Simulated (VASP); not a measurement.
# SiC (P6_3mc) in VASP: further runs, part 2 of 2

VASP 6.6.1.

**3. Single point, revPBE**

This run uses another cell than the first one, of 10.62 Å³/atom.

File INCAR:

```
PREC     = Accurate       # precision mode
ENCUT    = 520            # plane-wave cutoff, eV
EDIFF    = 1E-6           # SCF threshold, eV
ISMEAR   = -1             # smearing method
SIGMA    = 0.05           # smearing width, eV
LREAL    = F              # projectors in reciprocal space
LASPH    = T              # aspherical terms in the spheres
NELM     = 100            # most SCF steps
ALGO     = Normal         # electronic algorithm
ISIF     = 2              # what is computed and relaxed
LWAVE    = F              # write WAVECAR
LCHARG   = T              # write CHGCAR
GGA      = RE             # functional
LELF     = T              # ELF
LVHAR    = T            
NBANDS   = 26             # bands
```

File KPOINTS:

```
regular mesh
0
Gamma
  10 10 3
```

File POSCAR:

```
SiC
1.0
    3.1058088883      0.0000000000      0.0000000000
   -1.5529044441      2.6897093966      0.0000000000
    0.0000000000      0.0000000000     10.1672228753
Si C
4 4
Direct
    0.0000000000      0.0000000000      0.1879048950
    0.0000000000      0.0000000000      0.6879048950
    0.3333333333      0.6666666667      0.4378453264
    0.6666666667      0.3333333333      0.9378453264
    0.0000000000      0.0000000000      0.0004429335
    0.0000000000      0.0000000000      0.5004429335
    0.3333333333      0.6666666667      0.2498058451
    0.6666666667      0.3333333333      0.7498058451
```

Potentials or basis: VASP PAW PBE potentials, release 64 (Si, C).

Started as:

```
cat potpaw_PBE.64/Si/POTCAR potpaw_PBE.64/C/POTCAR > POTCAR
mpirun -np 1 vasp_std > vasp.out
```

OUTCAR:

```text
PREC = Accurate
   ENCUT = 520
   EDIFF = 1E-6
   ISMEAR = -1
   LREAL = F
   LASPH = T
   NELM = 100
   ISIF = 2
   GGA = RE

 ion  position               nearest neighbor table
   1  0.000  0.000  0.188-   7 1.90   7 1.90   7 1.90   5 1.91   3 3.11   3 3.11   3 3.11   4 3.11
                             4 3.11   4 3.11
   2  0.000  0.000  0.688-   8 1.90   8 1.90   8 1.90   6 1.91   4 3.11   4 3.11   4 3.11   3 3.11
                             3 3.11   3 3.11
   3  0.333  0.667  0.438-   6 1.90   6 1.90   6 1.90   7 1.91   1 3.11   1 3.11   1 3.11   2 3.11
                             2 3.11   2 3.11
   4  0.667  0.333  0.938-   5 1.90   5 1.90   5 1.90   8 1.91   2 3.11   2 3.11   2 3.11   1 3.11
                             1 3.11   1 3.11
   5  0.000  0.000  0.000-   4 1.90   4 1.90   4 1.90   1 1.91
   6  0.000  0.000  0.500-   3 1.90   3 1.90   3 1.90   2 1.91
   7  0.333  0.667  0.250-   1 1.90   1 1.90   1 1.90   3 1.91
   8  0.667  0.333  0.750-   2 1.90   2 1.90   2 1.90   4 1.91

  LATTYP: Found a hexagonal cell.
 ALAT       =     3.1058088883
 C/A-ratio  =     3.2736151003

  Lattice vectors:

 A1 = (   3.1058088883,   0.0000000000,   0.0000000000)
[... 199 lines left out ...]
  band No.  band energies     occupation
      1      -7.3395      2.00000
      2      -6.1892      2.00000
      3      -6.1533      2.00000
      4      -3.8833      2.00000
      5      -0.4998      2.00000
      6       3.6200      2.00000
[... 685 lines left out ...]
     25      15.7754      0.00000
     26      16.6798      0.00000

 [... further k-points ...]

------------------------ aborting loop because EDIFF is reached ----------------------------------------

  FORCE on cell =-STRESS in cart. coord.  units (eV):
  Direction    XX          YY          ZZ          XY          YZ          ZX
  --------------------------------------------------------------------------------------
  -------------------------------------------------------------------------------------
  Total       -0.1960627     -0.1960627     -0.1950760     -0.0000000      0.0000000      0.0000000
  in kB       -3.6984791     -3.6984791     -3.6798654     -0.0000000      0.0000000      0.0000000
  external PRESSURE =      -3.6922745 kB  Pullay stress =       0.0000000 kB

 VOLUME and BASIS-vectors are now :
 -----------------------------------------------------------------------------
  energy-cutoff  :      520.00
  volume of cell :       84.93
      direct lattice vectors                 reciprocal lattice vectors
     3.105808888  0.000000000  0.000000000     0.321977313  0.185893688  0.000000000
    -1.552904444  2.689709397  0.000000000     0.000000000  0.371787376  0.000000000
     0.000000000  0.000000000 10.167222875     0.000000000  0.000000000  0.098355275

 POSITION                                       TOTAL-FORCE (eV/Angst)
 -----------------------------------------------------------------------------------
      0.00000      0.00000      1.91047         0.000000      0.000000     -0.000343
      0.00000      0.00000      6.99408        -0.000000     -0.000000     -0.000343
     -0.00000      1.79314      4.45167        -0.000000     -0.000000      0.000932
      1.55290      0.89657      9.53528        -0.000000      0.000000      0.000932
      0.00000      0.00000      0.00450         0.000000      0.000000     -0.000236
      0.00000      0.00000      5.08811        -0.000000     -0.000000     -0.000236
     -0.00000      1.79314      2.53983        -0.000000      0.000000     -0.000353
      1.55290      0.89657      7.62344         0.000000     -0.000000     -0.000353
 -----------------------------------------------------------------------------------
    total drift:                               -0.000000     -0.000000     -0.000730

  FREE ENERGIE OF THE ION-ELECTRON SYSTEM (eV)
  ---------------------------------------------------
  free  energy   TOTEN  =       -57.8095120707 eV

  energy  without entropy=      -57.8095120706  energy(sigma->0) =      -57.80951207
```

OSZICAR:

```text
N       E                     dE             d eps       ncg     rms          rms(c)
DAV:   1     0.751527828901E+02    0.75153E+02   -0.14437E+04  1456   0.111E+03
DAV:   2    -0.577305989951E+02   -0.13288E+03   -0.12395E+03  2002   0.188E+02
DAV:   3    -0.646237108558E+02   -0.68931E+01   -0.68407E+01  1962   0.396E+01
DAV:   4    -0.647097967934E+02   -0.86086E-01   -0.85985E-01  1904   0.530E+00
DAV:   5    -0.647113032413E+02   -0.15064E-02   -0.15057E-02  1906   0.662E-01    0.178E+01
DAV:   6    -0.579494903932E+02    0.67618E+01   -0.18076E+01  1872   0.184E+01    0.835E+00
DAV:   7    -0.578262030356E+02    0.12329E+00   -0.20749E+00  2024   0.639E+00    0.347E+00
DAV:   8    -0.578086914204E+02    0.17512E-01   -0.11311E-01  1782   0.160E+00    0.102E+00
DAV:   9    -0.578085633707E+02    0.12805E-03   -0.18281E-02  1818   0.744E-01    0.179E-01
DAV:  10    -0.578093738761E+02   -0.81051E-03   -0.16500E-03  1932   0.204E-01    0.806E-02
DAV:  11    -0.578095065988E+02   -0.13272E-03   -0.31785E-04  1666   0.105E-01    0.105E-02
DAV:  12    -0.578095099065E+02   -0.33077E-05   -0.11482E-05  1992   0.183E-02    0.523E-03
DAV:  13    -0.578095116359E+02   -0.17294E-05   -0.17856E-06  1466   0.771E-03    0.275E-03
DAV:  14    -0.578095120707E+02   -0.43481E-06   -0.18377E-07   994   0.253E-03
   1 F= -.57809512E+02 E0= -.57809512E+02  d E =-.279259E-10
```

Run time: 70 s. Hardware: 1 thread of Intel Xeon 8259CL, shared host; peak memory 0.22 GiB.

What came out:

| Item | Value |
| --- | --- |
| Free energy | -57.8095 eV |
| Pressure | -0.4 GPa |
| Band gap on the k mesh | 2.23 eV (least direct gap 3.34 eV) |

Levels at points of the mesh, in eV from the valence-band top:
```csv
k point,band 12,band 13,band 14,band 15,band 16,band 17,band 18,band 19,band 20,band 21
"(0.00, 0.00, 0.00)",-0.58,-0.58,-0.05,0.00,0.00,4.89,5.47,6.00,6.11,6.84
"(0.50, 0.00, 0.00)",-2.35,-2.32,-2.18,-1.55,-1.11,2.23,2.35,4.17,4.62,5.22
```

Caveat: the PAW data sets were made with another functional, which shifts forces and pressure a little; an odd mesh through Γ misses points on the zone boundary, where band edges can lie.

**4. Single point, RPBE**

This run uses another cell than the first one, of 10.66 Å³/atom.

File INCAR:

```
SYSTEM = SiC
ALGO = Normal
EDIFF = 1E-6
ENCUT = 520
GGA = RP
ISIF = 2
ISMEAR = -1
LASPH = .TRUE.
LCHARG = .FALSE.
LREAL = .FALSE.
LWAVE = .FALSE.
NBANDS = 26
NELM = 80
PREC = Accurate
SIGMA = 0.05
```

File KPOINTS:

```
k-points
0
G
  10 10 3
  0 0 0
```

File POSCAR:

```
SiC
1.0
    3.1096849929      0.0000000000      0.0000000000
   -1.5548424964      2.6930662016      0.0000000000
    0.0000000000      0.0000000000     10.1797966484
Si C
4 4
Direct
    0.0000000000      0.0000000000      0.1879065353
    0.0000000000      0.0000000000      0.6879065353
    0.3333333333      0.6666666667      0.4378457883
    0.6666666667      0.3333333333      0.9378457883
    0.0000000000      0.0000000000      0.0004409049
    0.0000000000      0.0000000000      0.5004409049
    0.3333333333      0.6666666667      0.2498057715
    0.6666666667      0.3333333333      0.7498057715
```

Started as:

```
cat potpaw_PBE.64/Si/POTCAR potpaw_PBE.64/C/POTCAR > POTCAR
mpirun -np 1 vasp_std > vasp.out
```

It took 68 s on 1 thread of Intel Xeon 8259CL, shared host; peak memory 0.22 GiB.

Results (log left out):

```
Free energy            : -57.3025 eV
Pressure               : -0.5 GPa
Band gap on the k mesh : 2.24 eV (least direct gap 3.34 eV)
```

Levels at points of the mesh, in eV from the valence-band top:
```
           k point  band 14  band 15  band 16  band 17  band 18  band 19
(0.00, 0.00, 0.00)    -0.05     0.00     0.00     4.87     5.45     5.97
(0.50, 0.00, 0.00)    -2.18    -1.54    -1.11     2.24     2.35     4.17
```

Caveat: the PAW data sets were made with another functional, which shifts forces and pressure a little; an odd mesh through Γ misses points on the zone boundary, where band edges can lie.

**5. Relaxation of cell and atoms, revPBE**

File INCAR:

```
ALGO = Normal
EDIFF = 1E-6
EDIFFG = -0.01
ENCUT = 600
GGA = RE
IBRION = 2
ISIF = 3
ISMEAR = -1
LASPH = T
LCHARG = F
LREAL = F
LWAVE = F
NELM = 80
NSW = 60
PREC = Accurate
SIGMA = 0.05
```

File KPOINTS:

```
k-points
0
Gamma
  10 10 3
```

File POSCAR:

```
SiC
1.0
    3.0756941497      0.0000000000      0.0000000000
   -1.5378470748      2.6636292679      0.0000000000
    0.0000000000      0.0000000000     10.0706464800
Si C
4 4
Direct
    0.0000000000      0.0000000000      0.1878943800
    0.0000000000      0.0000000000      0.6878943800
    0.3333333333      0.6666666667      0.4378419800
    0.6666666667      0.3333333333      0.9378419800
    0.0000000000      0.0000000000      0.0004600500
    0.0000000000      0.0000000000      0.5004600500
    0.3333333333      0.6666666667      0.2498025900
    0.6666666667      0.3333333333      0.7498025900
```

Started as:

```
cat potpaw_PBE.64/Si/POTCAR potpaw_PBE.64/C/POTCAR > POTCAR
mpirun -np 1 vasp_std > vasp.out
```

Wall time 3.6 min (1 thread of Intel Xeon 8259CL, shared host); peak memory 0.26 GiB.

Results (log left out):

| Item | Value |
| --- | --- |
| Free energy | -57.8142 eV |
| Relaxed volume | 10.59 Å³/atom |
| Relaxed cell | a = 3.103 Å, b = 3.103 Å, c = 10.159 Å, α = 90.00°, β = 90.00°, γ = 120.00° |
| Space group after relaxing (to 0.1 Å) | P6_3mc (No. 186) |
| Energy gained by relaxing | 4.9 meV/atom |
| Ionic steps | 3 |
| Pressure after relaxing | 0.0 GPa |
| Largest force after relaxing | 0.010 eV/Å |
| Band gap on the k mesh | 2.23 eV (least direct gap 3.34 eV) |

Forces in eV/Å, atoms in the order of the input:
```
Si   0.000  0.000 -0.001
Si   0.000  0.000 -0.001
Si   0.000  0.000  0.010
Si   0.000  0.000  0.010
C    0.000  0.000 -0.004
C    0.000  0.000 -0.004
C    0.000  0.000 -0.005
C    0.000  0.000 -0.005
```

Step by step:
```tsv
step	energy change (eV)	largest force (eV/Å)	pressure (GPa)	volume (Å³)
1	0.0000	0.0087	5.82	82.50
2	0.0004	0.0262	-5.33	87.06
3	-0.0395	0.0098	-0.01	84.73
```

Final structure:
```
CELL_PARAMETERS angstrom
3.10346 0.00000 0.00000
-1.55173 2.68768 0.00000
0.00000 0.00000 10.15869
ATOMIC_POSITIONS crystal
Si 0.00000 0.00000 0.18791
Si 0.00000 0.00000 0.68791
Si 0.33333 0.66667 0.43782
Si 0.66667 0.33333 0.93782
C 0.00000 0.00000 0.00045
C 0.00000 0.00000 0.50045
C 0.33333 0.66667 0.24982
C 0.66667 0.33333 0.74982
```

Levels at points of the mesh, in eV from the valence-band top:
| k point | band 12 | band 13 | band 14 | band 15 | band 16 | band 17 | band 18 | band 19 | band 20 | band 21 |
| --- | --- | --- | --- | --- | --- | --- | --- | --- | --- | --- |
| (0.00, 0.00, 0.00) | -0.58 | -0.58 | -0.05 | 0.00 | 0.00 | 4.91 | 5.49 | 6.03 | 6.13 | 6.86 |
| (0.50, 0.00, 0.00) | -2.35 | -2.32 | -2.19 | -1.55 | -1.11 | 2.23 | 2.35 | 4.18 | 4.64 | 5.23 |

Caveat: the PAW data sets were made with another functional, which shifts forces and pressure a little; an odd mesh through Γ misses points on the zone boundary, where band edges can lie.

**6. Relaxation of cell and atoms, RPBE**

File INCAR:

```
SYSTEM = SiC
ALGO = Normal ; EDIFF = 1E-6
EDIFFG = -0.01 ; ENCUT = 600
GGA = RP ; IBRION = 2
ISIF = 3 ; ISMEAR = -1
LASPH = .TRUE. ; LCHARG = .FALSE.
LREAL = .FALSE. ; LWAVE = .FALSE.
NELM = 80 ; NSW = 60
PREC = Accurate ; SIGMA = 0.05
```

File KPOINTS:

```
k-points
0
G
  10 10 3
  0 0 0
```

POSCAR is that of step 5.

Potentials or basis: VASP PAW PBE potentials, release 64 (Si, C).

Started as:

```
cat potpaw_PBE.64/Si/POTCAR potpaw_PBE.64/C/POTCAR > POTCAR
mpirun -np 1 vasp_std > vasp.out
```

It took 4.8 min on 1 thread of Intel Xeon 8259CL, shared host; peak memory 0.26 GiB.

Results (log left out):

```
Free energy                           : -57.3074 eV
Relaxed volume                        : 10.62 Å³/atom
Relaxed cell                          : a = 3.106 Å, b = 3.106 Å, c = 10.169 Å, α = 90.00°, β = 90.00°, γ = 120.00°
Space group after relaxing (to 0.1 Å) : P6_3mc (No. 186)
Energy gained by relaxing             : 6.2 meV/atom
Ionic steps                           : 5
Pressure after relaxing               : 0.1 GPa
Largest force after relaxing          : 0.008 eV/Å
Band gap on the k mesh                : 2.24 eV (least direct gap 3.35 eV)
```

Forces on the atoms (eV/Å):
```
Si   0.000  0.000 -0.001
Si   0.000  0.000 -0.001
Si   0.000  0.000 -0.008
Si   0.000  0.000 -0.008
C    0.000  0.000  0.004
C    0.000  0.000  0.004
C    0.000  0.000  0.005
C    0.000  0.000  0.005
```

Stress tensor (GPa, compression positive):
```
0.13 0.00 0.00
0.00 0.13 0.00
0.00 0.00 0.05
```

Step by step:
| step | energy change (eV) | largest force (eV/Å) | pressure (GPa) | volume (Å³) |
| --- | --- | --- | --- | --- |
| 1 | 0.0000 | 0.0099 | 6.52 | 82.50 |
| 2 | -0.0003 | 0.0289 | -5.86 | 87.62 |
| 3 | -0.0495 | 0.0109 | -0.02 | 85.01 |
| 4 | -0.0495 | 0.0105 | 0.11 | 84.96 |
| 5 | -0.0495 | 0.0075 | 0.10 | 84.96 |

Final structure:
```xyz
8
Lattice="3.1061 0.0000 0.0000 -1.5530 2.6899 0.0000 0.0000 0.0000 10.1689" Properties=species:S:1:pos:R:3 pbc="T T T"
Si    0.0000    0.0000    1.9108
Si    1.5530    2.6899    6.9952
Si    0.0000    1.7933    4.4526
Si    1.5530    0.8966    9.5370
C     0.0000    0.0000    0.0044
C     3.1061    0.0000    5.0888
C     0.0000    1.7933    2.5401
C     1.5530    0.8966    7.6246
```

Levels at points of the mesh, in eV from the valence-band top:
| k point | band 14 | band 15 | band 16 | band 17 | band 18 | band 19 |
| --- | --- | --- | --- | --- | --- | --- |
| (0.00, 0.00, 0.00) | -0.05 | 0.00 | 0.00 | 4.90 | 5.48 | 6.01 |
| (0.50, 0.00, 0.00) | -2.18 | -1.55 | -1.11 | 2.24 | 2.36 | 4.19 |

Caveat: the PAW data sets were made with another functional, which shifts forces and pressure a little; an odd mesh through Γ misses points on the zone boundary, where band edges can lie.

**7. The runs side by side**

```csv
task,level,cell,cutoff (eV),gap on the mesh (eV),pressure (GPa),relaxed volume (Å³/atom),largest force (eV/Å)
single point,revPBE,"a = 3.076, b = 3.076, c = 10.071 Å, angles 90.0, 90.0, 120.0°, 8 atoms",520,2.23,6.0,-,0.01
single point,revPBE,"a = 3.106, b = 3.106, c = 10.167 Å, angles 90.0, 90.0, 120.0°, 8 atoms",520,2.23,-0.4,-,-
single point,RPBE,"a = 3.110, b = 3.110, c = 10.180 Å, angles 90.0, 90.0, 120.0°, 8 atoms",520,2.24,-0.5,-,-
relaxation of cell and atoms,revPBE,"relaxed from a = 3.076, b = 3.076, c = 10.071 Å, angles 90.0, 90.0, 120.0°, 8 atoms",600,2.23,0.0,10.59,0.01
relaxation of cell and atoms,RPBE,"relaxed from a = 3.076, b = 3.076, c = 10.071 Å, angles 90.0, 90.0, 120.0°, 8 atoms",600,2.24,0.1,10.62,0.01
```

Alike in all rows: potentials or basis VASP PAW PBE potentials, release 64 (Si, C); no spin polarisation; k mesh 10 × 10 × 3; smearing fermi-dirac 0.05 eV.

Caveats: the PAW data sets were made with another functional, which shifts forces and pressure a little; an odd mesh through Γ misses points on the zone boundary, where band edges can lie; the cell stands under pressure (at least some runs).

Total energies depend on the potentials used, so only differences within one code and one set of settings carry meaning.
